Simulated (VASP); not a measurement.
# Na3AlO3 (R3m) in VASP: notebook

The runs below take Na3AlO3 through single point, relaxation of cell and atoms, with PBE.

Program: VASP 6.6.1. These are calculated values, not measurements. Logs are shortened: lines on timing, memory, paths and dates and some standing lists are left out, and cuts for length are marked.

## (1) The cell of the first run

The structure is trigonal, space group R3m (No. 160). Conventional cell: a = 10.177 Å, b = 10.177 Å, c = 3.644 Å, α = 90.00°, β = 90.00°, γ = 120.00°. Within 3.0 Å of Na (site symmetry m) lie 4 O at 2.26 to 2.51 Å and 1 Al at 2.87 Å. Al (site symmetry 3m) has 3 O at 1.72 Å within 2.3 Å. Within 2.3 Å of O (site symmetry m) lie 1 Al at 1.72 Å and 1 Na at 2.26 Å.

## (2) Single point, PBE

Contents of INCAR:

```
ALGO     = Normal         # electronic algorithm
EDIFF    = 1E-7           # SCF threshold, eV
ENCUT    = 520            # plane-wave cutoff, eV
GGA      = PE             # functional
ISIF     = 2              # what is computed and relaxed
ISMEAR   = 0              # smearing method
LASPH    = T              # aspherical terms in the spheres
LCHARG   = T              # write CHGCAR
LELF     = T              # ELF
LREAL    = F              # projectors in reciprocal space
LVHAR    = T            
LWAVE    = F              # write WAVECAR
NBANDS   = 30             # bands
NELM     = 80             # most SCF steps
PREC     = Accurate       # precision mode
SIGMA    = 0.15           # smearing width, eV
```

Contents of KPOINTS:

```
k-points
0
Gamma
  3 3 3
```

Contents of POSCAR:

```
Na3AlO3
1.0
    5.0883639691      2.9377683088      1.2146602203
   -5.0883639691      2.9377683088      1.2146602203
    0.0000000000     -5.8755366130      1.2146602316
Na Al O
3 1 3
Direct
    1.0502871388      0.5751413983      0.5751413983
    0.5751413983      1.0502871388      0.5751413983
    0.5751413983      0.5751413983      1.0502871388
   -0.0782031986     -0.0782031986     -0.0782031986
    0.6980108388      0.9897711972      0.9897711972
    0.9897711972      0.6980108388      0.9897711972
    0.9897711972      0.9897711972      0.6980108388
```

Potentials or basis: VASP PAW PBE potentials, release 64 (Na_pv, Al, O).

Run with:

```console
cat potpaw_PBE.64/Na_pv/POTCAR potpaw_PBE.64/Al/POTCAR potpaw_PBE.64/O/POTCAR > POTCAR
mpirun -np 1 vasp_std > vasp.out
```

OUTCAR:

```text
EDIFF = 1E-7
   ENCUT = 520
   GGA = PE
   ISIF = 2
   ISMEAR = 0
   LASPH = T
   LREAL = F
   NELM = 80
   PREC = Accurate

 ion  position               nearest neighbor table
   1  0.050  0.575  0.575-   5 2.26   5 2.30   4 2.87
   2  0.575  0.050  0.575-   6 2.26   6 2.30   4 2.87
   3  0.575  0.575  0.050-   7 2.26   7 2.30   4 2.87
   4  0.922  0.922  0.922-   7 1.72   6 1.72   5 1.72   3 2.87   1 2.87   2 2.87
   5  0.698  0.990  0.990-   4 1.72   1 2.26   1 2.30
   6  0.990  0.698  0.990-   4 1.72   2 2.26   2 2.30
   7  0.990  0.990  0.698-   4 1.72   3 2.26   3 2.30

  LATTYP: Found a trigonal (rhomboedric) cell.
 ALAT       =     5.9997774933
 COS(alpha) =    -0.4385204627

  Lattice vectors:

 A1 = (   5.0883639691,   2.9377683088,   1.2146602203)
 A2 = (  -5.0883639691,   2.9377683088,   1.2146602203)
 A3 = (   0.0000000000,  -5.8755366130,   1.2146602316)

Analysis of symmetry for initial positions (statically):
=====================================================================
 Subroutine PRICEL returns:
 Original cell was already a primitive cell.

 Routine SETGRP: Setting up the symmetry group for a
 trigonal (rhombohedral) supercell.

 Subroutine GETGRP returns: Found  6 space group operations
 (whereof  6 operations were pure point group operations)
 out of a pool of 12 trial point group operations.

The static configuration has the point symmetry C_3v.

Analysis of symmetry for dynamics (positions and initial velocities):
=====================================================================
 Subroutine PRICEL returns:
 Original cell was already a primitive cell.

 Routine SETGRP: Setting up the symmetry group for a
 trigonal (rhombohedral) supercell.

 Subroutine GETGRP returns: Found  6 space group operations
 (whereof  6 operations were pure point group operations)
 out of a pool of 12 trial point group operations.

The dynamic configuration has the point symmetry C_3v.

 Subroutine INISYM returns: Found  6 space group operations
 (whereof  6 operations are pure point group operations),
 and found     1 'primitive' translations

----------------------------------------------------------------------------------------

                                     Primitive cell

  volume of cell :     108.9436

  direct lattice vectors                    reciprocal lattice vectors
     5.088363969  2.937768309  1.214660220     0.098263411  0.056732407  0.274425166
    -5.088363969  2.937768309  1.214660220    -0.098263411  0.056732407  0.274425166
     0.000000000 -5.875536613  1.214660232     0.000000000 -0.113464813  0.274425166

  length of vectors
     5.999777493  5.999777493  5.999777493     0.296956959  0.296956959  0.296956959

  position of ions in fractional coordinates (direct lattice)
     0.050287139  0.575141398  0.575141398
     0.575141398  0.050287139  0.575141398
     0.575141398  0.575141398  0.050287139
     0.921796801  0.921796801  0.921796801
     0.698010839  0.989771197  0.989771197
     0.989771197  0.698010839  0.989771197
     0.989771197  0.989771197  0.698010839

  ion indices of the primitive-cell ions
   primitive index   ion index
                 1           1
                 2           2
                 3           3
                 4           4
                 5           5
                 6           6
                 7           7

----------------------------------------------------------------------------------------

 KPOINTS: k-points

Automatic generation of k-mesh.
 Grid dimensions read from file:
 generate k-points for:    3    3    3

 Generating k-lattice:

  Cartesian coordinates                     Fractional coordinates (reciprocal lattice)
     0.032754470  0.018910802  0.091475055     0.333333333 -0.000000000  0.000000000
    -0.032754470  0.018910802  0.091475055    -0.000000000  0.333333333  0.000000000
     0.000000000 -0.037821604  0.091475055    -0.000000000 -0.000000000  0.333333333

  Length of vectors
     0.098985653  0.098985653  0.098985653

  Shift w.r.t. Gamma in fractional coordinates (k-lattice)
     0.000000000  0.000000000  0.000000000

 Subroutine IBZKPT returns following result:
 ===========================================

 Found      6 irreducible k-points:

 Following reciprocal coordinates:
            Coordinates               Weight
  0.000000  0.000000  0.000000      1.000000
  0.333333  0.000000 -0.000000      6.000000
  0.333333  0.333333 -0.000000      6.000000
 -0.333333  0.333333  0.000000      6.000000
  0.333333  0.333333  0.333333      2.000000
 -0.333333  0.333333  0.333333      6.000000
   k-points           NKPTS =      6   k-points in BZ     NKDIM =      6   number of bands    NBANDS=     30
   number of dos      NEDOS =    301   number of ions     NIONS =      7
   total plane-waves  NPLWV = 110592
   dimension x,y,z NGX =    48 NGY =   48 NGZ =   48
   dimension x,y,z NGXF=    96 NGYF=   96 NGZF=   96
   ions per type =               3   1   3
   NGX,Y,Z   is equivalent  to a cutoff of  13.30, 13.30, 13.30 a.u.
   NGXF,Y,Z  is equivalent  to a cutoff of  26.60, 26.60, 26.60 a.u.
 SYSTEM =  unknown system
   PREC   = accura    normal or accurate (medium, high low for compatibility)
   ISTART =      0    job   : 0-new  1-cont  2-samecut
   ICHARG =      2    charge: 1-file 2-atom 10-const
   ISPIN  =      1    spin polarized calculation?
   LNONCOLLINEAR =      F non collinear calculations
   LSORBIT =      F    spin-orbit coupling
   LASPH  =      T    aspherical Exc in radial PAW
   ENCUT  =  520.0 eV  38.22 Ry    6.18 a.u.  11.16 11.16 11.16*2*pi/ulx,y,z
   NELM   =     80;   NELMIN=  2; NELMDL= -5     # of ELM steps
   EDIFF  = 0.1E-06   stopping-criterion for ELM
   LREAL  =      F    real-space projection
   EDIFFG = 0.1E-05   stopping-criterion for IOM
   NSW    =      0    number of steps for IOM
   IBRION =     -1    ionic relax: 0-MD 1-quasi-New 2-CG
   NFREE  =      0    steps in history (QN), initial steepest desc. (CG)
   ISIF   =      2    stress and relaxation
   ISYM   =      2    0-nonsym 1-usesym 2-fastsym
   POTIM  = 0.5000    time-step for ionic-motion
   TEBEG  =    0.0;   TEEND  =   0.0 temperature during run
   PSTRESS=    0.0 pullay stress
   NELECT =      42.0000    total number of electrons
   NUPDOWN=      -1.0000    fix difference up-down
   EMIN   =  10.00;   EMAX   =-10.00  energy-range for DOS
   EFERMI =   0.00;   METHOD = LEGACY
   ISMEAR =     0;   SIGMA  =   0.15  broadening in eV -4-tet -1-fermi 0-gaus
   EFERMI_NEDOS =   21; number of points for ismear=-14 and -15
   IALGO  =     38    algorithm
   IMIX   =      4    mixing-type and parameters
     AMIX     =   0.40;   BMIX     =  1.00
     AMIX_MAG =   1.60;   BMIX_MAG =  1.00
  volume/ion in A,a.u.               =      15.56       105.03
  Fermi-wavevector in a.u.,A,eV,Ry     =   1.191491  2.251591 19.315513  1.419650
  Thomas-Fermi vector in A             =   2.327551
   LORBIT       =      0    0 simple, 1 ext, 2 COOP (PROOUT), +10 PAW based schemes
   GGA     = PE    functional components
   LHFCALC =     F    Hartree Fock is set to
   AEXX    =    0.0000 exact exchange contribution
   IVDW    =     0    specifies the selected vdW correction
   LEPSILON=     F    determine dielectric tensor
   LRPA    =     F    only Hartree local field effects (RPA)
 non-spin polarized calculation
 Gauss-broadening in eV      SIGMA  =   0.15
  energy-cutoff  :      520.00
  volume of cell :      108.94
 maximum number of plane-waves:      2947
 NGX is ok and might be reduce to    48
   NGX = 23   NGY = 23   NGZ = 23

 number of electron      41.9999993 magnetization

 Free energy of the ion-electron system (eV)
  ---------------------------------------------------
  ext. energy  EPLUGINS =         0.00000000
  ---------------------------------------------------
  free energy    TOTEN  =       -35.59193633 eV

  energy without entropy =      -35.59193633  energy(sigma->0) =      -35.59193633

 E-fermi :   0.8607     XC(G=0):  -8.4080

 val. band max:        0.1077093952   @ k =  -0.3333   0.3333   0.3333
 cond. band min:       2.2319355660   @ k =   0.0000   0.0000   0.0000
 fundamental gap:      2.1242261708
 Fermi energy:         0.8607397017

 k-point     1 :       0.0000    0.0000    0.0000
  band No.  band energies     occupation
      1     -21.3486      2.00000
      2     -21.2939      2.00000
      3     -21.2939      2.00000
      4     -21.2112      2.00000
      5     -21.2112      2.00000
      6     -21.1770      2.00000
[... 22 lines left out ...]
     29      10.4956      0.00000
     30      12.9927      0.00000

 k-point     2 :       0.3333    0.0000   -0.0000
  band No.  band energies     occupation
      1     -21.3267      2.00000
      2     -21.2896      2.00000
      3     -21.2815      2.00000
      4     -21.2314      2.00000
      5     -21.2288      2.00000
      6     -21.2062      2.00000
[... 22 lines left out ...]
     29      10.4362      0.00000
     30      11.9420      0.00000

 k-point     3 :       0.3333    0.3333   -0.0000
  band No.  band energies     occupation
      1     -21.3105      2.00000
      2     -21.3005      2.00000
      3     -21.2611      2.00000
      4     -21.2546      2.00000
      5     -21.2227      2.00000
      6     -21.2139      2.00000
[... 22 lines left out ...]
     29      10.8925      0.00000
     30      11.3161      0.00000

 k-point     4 :      -0.3333    0.3333    0.0000
  band No.  band energies     occupation
      1     -21.3338      2.00000
      2     -21.2918      2.00000
      3     -21.2713      2.00000
      4     -21.2372      2.00000
      5     -21.2176      2.00000
      6     -21.1864      2.00000
[... 22 lines left out ...]
     29      11.6381      0.00000
     30      12.0700      0.00000

 k-point     5 :       0.3333    0.3333    0.3333
  band No.  band energies     occupation
      1     -21.3086      2.00000
      2     -21.3086      2.00000
      3     -21.2575      2.00000
      4     -21.2526      2.00000
      5     -21.2059      2.00000
      6     -21.2059      2.00000
[... 22 lines left out ...]
     29      12.4667      0.00000
     30      12.6060      0.00000

 k-point     6 :      -0.3333    0.3333    0.3333
  band No.  band energies     occupation
      1     -21.3306      2.00000
      2     -21.3138      2.00000
      3     -21.2692      2.00000
      4     -21.2446      2.00000
      5     -21.2084      2.00000
      6     -21.2020      2.00000
[... 22 lines left out ...]
     29      10.3689      0.00000
     30      11.6188      0.00000

------------------------ aborting loop because EDIFF is reached ----------------------------------------

  FORCE on cell =-STRESS in cart. coord.  units (eV):
  Direction    XX          YY          ZZ          XY          YZ          ZX
  --------------------------------------------------------------------------------------
  -------------------------------------------------------------------------------------
  Total        0.2087560      0.2087560      0.0212902      0.0000000     -0.0000000      0.0000000
  in kB        3.0700668      3.0700668      0.3131047      0.0000000     -0.0000000      0.0000000
  external PRESSURE =       2.1510794 kB  Pullay stress =       0.0000000 kB

 VOLUME and BASIS-vectors are now :
 -----------------------------------------------------------------------------
  energy-cutoff  :      520.00
  volume of cell :      108.94
      direct lattice vectors                 reciprocal lattice vectors
     5.088363969  2.937768309  1.214660220     0.098263411  0.056732407  0.274425166
    -5.088363969  2.937768309  1.214660220    -0.098263411  0.056732407  0.274425166
     0.000000000 -5.875536613  1.214660232     0.000000000 -0.113464813  0.274425166

 POSITION                                       TOTAL-FORCE (eV/Angst)
 -----------------------------------------------------------------------------------
     -2.67065     -1.54190      1.45828        -0.004161     -0.002402     -0.000982
      2.67065     -1.54190      1.45828         0.004161     -0.002402     -0.000982
      0.00000      3.08380      1.45828         0.000000      0.004804     -0.000982
      0.00000      0.00000      3.35901         0.000000     -0.000000     -0.005857
     -1.48458     -0.85712      3.25232        -0.023186     -0.013386      0.002934
      1.48458     -0.85712      3.25232         0.023186     -0.013386      0.002934
      0.00000      1.71425      3.25232         0.000000      0.026772      0.002934
 -----------------------------------------------------------------------------------
    total drift:                                0.000000      0.000000      0.000691

  FREE ENERGIE OF THE ION-ELECTRON SYSTEM (eV)
  ---------------------------------------------------
  free  energy   TOTEN  =       -35.5919363348 eV

  energy  without entropy=      -35.5919363348  energy(sigma->0) =      -35.59193633
```

Wall time 27 s (1 thread of Intel Xeon Platinum 8488C (Sapphire Rapids), shared host); peak memory 0.3 GiB.

Results:

```
Free energy            : -35.5919 eV
Pressure               : 0.2 GPa
Largest force          : 0.027 eV/Å
Band gap on the k mesh : 2.12 eV, indirect (least direct gap 2.40 eV)
```

Forces in eV/Å, atoms in the order of the input:
```
Na  -0.004 -0.002 -0.001
Na   0.004 -0.002 -0.001
Na   0.000  0.005 -0.001
Al   0.000  0.000 -0.006
O   -0.023 -0.013  0.003
O    0.023 -0.013  0.003
O    0.000  0.027  0.003
```

Caveat: the k points lie up to 0.62 Å⁻¹ apart. A k mesh can miss the band edges.

[end of part 1 of 2]
